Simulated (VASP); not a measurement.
A run of VASP 6.6.1 is set up as follows.

Contents of INCAR:

```
  PREC = Accurate
  ENCUT = 520
  EDIFF = 1E-6
  ISMEAR = -1
  SIGMA = 0.05
  LREAL = F
  LASPH = T
  NELM = 150
  ALGO = Normal
  ISIF = 2
  LWAVE = F
  LCHARG = F
  ISPIN = 2
  MAGMOM = 7 7
  LORBIT = 11
  LMAXMIX = 6
  LDAU = T
  LDAUTYPE = 2
  LDAUL = 3
  LDAUU = 3.4
  LDAUJ = 0
  LDAUPRINT = 1
  GGA = PE
  NBANDS = 29
```

File KPOINTS:

```
Automatic mesh
0
Gamma
  10 10 5
```

POSCAR

```
Gd
1.0
    3.6360007100      0.0000000000      0.0000000000
   -1.8180003500      3.1488689800      0.0000000000
    0.0000000000      0.0000000000      5.7826000000
Gd
2
Direct
    0.3333333300      0.6666666700      0.2500000000
    0.6666666700      0.3333333300      0.7500000000
```

Potentials or basis: VASP PAW PBE potentials, release 64 (Gd).

Launch:

```sh
$ cat potpaw_PBE.64/Gd/POTCAR > POTCAR
$ mpirun -np 1 vasp_std > vasp.out
```

Question: Estimate the pressure.

Answer: 0.8 GPa.

Question: Predict the site moments.

Answer: Gd +7.09 μB.

Stress tensor (GPa, compression positive):
```
0.63 0.00 0.00
0.00 0.63 0.00
0.00 0.00 1.03
```

 The state reached can hang on the start; a lower one may exist.
